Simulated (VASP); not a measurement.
YMn3, 8 atoms in the cell. It takes space group Pm-3m (No. 221, cubic). The conventional cell has a = 4.101 Å, b = 4.101 Å, c = 4.101 Å, α = 90.00°, β = 90.00°, γ = 90.00°. Mn (site symmetry 4/mmm) has 8 Mn at 2.90 Å and 4 Y at 2.90 Å within 3.8 Å. Mn (site symmetry 4/mmm) has 8 Mn at 2.90 Å and 4 Y at 2.90 Å within 3.8 Å. Within 3.8 Å of Y (site symmetry m-3m) lie 12 Mn at 2.90 Å. 

```yaml
Program: VASP 6.6.1
Task: single point
Functional: PBE
Potentials_or_basis: VASP PAW PBE potentials, release 64 (Mn_pv, Y_sv)
Cutoff: 500 eV
k_mesh: 10 × 10 × 5
Occupations: gaussian, width 0.1 eV
Spin: collinear spin, antiferromagnetic start
Starting_moments: "[4.0, 4.0, 4.0, -4.0, -4.0, -4.0, 0.0, 0.0] μB"
Dipole_correction: no
Further_INCAR_settings: ALGO = Normal; EDIFF = 1e-06; NBANDS = 64
```

Potentials or basis: VASP PAW PBE potentials, release 64 (Mn_pv, Y_sv).

Run with:

```sh
$ cat potpaw_PBE.64/Mn_pv/POTCAR potpaw_PBE.64/Y_sv/POTCAR > POTCAR
$ mpirun -np 4 vasp_std > vasp.out
```

Hardware: 4 MPI ranks on Intel(R) Xeon(R) Platinum 8259CL CPU @ 2.50GHz (Skylake/Cascade Lake) (shared host).

Q: How long does it take, and how much memory?

A: It took 5.7 min on 4 MPI ranks on Intel(R) Xeon(R) Platinum 8259CL CPU @ 2.50GHz (Skylake/Cascade Lake) (shared host), peak memory 0.78 GiB a rank. Counts: scf iterations 19, k points 63.
